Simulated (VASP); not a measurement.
WSe2:

```
W Se
1.0
     0.00000    3.58411    3.58411
     3.58411    0.00000    3.58411
     3.58411    3.58411    0.00000
W Se
1 2
Direct
  0.00000 0.00000 0.00000
  0.25000 0.25000 0.25000
  0.75000 0.75000 0.75000
```

| Property | Result |
| --- | --- |
| Program | VASP 6.6.1 |
| Task | relaxation of cell and atoms |
| Functional | PBE |
| Potentials or basis | VASP PAW PBE potentials, release 64 (W_sv, Se) |
| Cutoff | 600 eV |
| k mesh | 6 × 6 × 6 |
| Occupations | fermi-dirac, width 0.02 eV |
| Spin | no spin polarisation |

At the start: pressure -19.7 GPa; volume 30.69 Å³/atom.

Task: How do energy, volume and symmetry change on relaxing?

Result: Over 6 steps the energy falls by 994.5 meV/atom and the volume is 20.01 Å³/atom (-34.8 %); space group Fm-3m (No. 225, to 0.05 Å).

The path:
```tsv
step	energy change (eV)	largest force (eV/Å)	pressure (GPa)	volume (Å³)
1	0.0000	0.0000	-19.69	92.08
2	-2.1876	0.0000	30.60	50.40
3	-2.9828	0.0000	-0.65	60.34
4	-2.9831	0.0000	0.48	59.79
5	-2.9830	0.0000	-0.55	60.28
6	-2.9834	0.0000	0.00	60.02
```

Final structure:
```
CELL_PARAMETERS angstrom
0.00000 3.10755 3.10755
3.10755 0.00000 3.10755
3.10755 3.10755 0.00000
ATOMIC_POSITIONS crystal
W 0.00000 0.00000 0.00000
Se 0.25000 0.25000 0.25000
Se 0.75000 0.75000 0.75000
```

Caveat: the volume moved by over 15 % at a fixed basis, so the end points are rough.
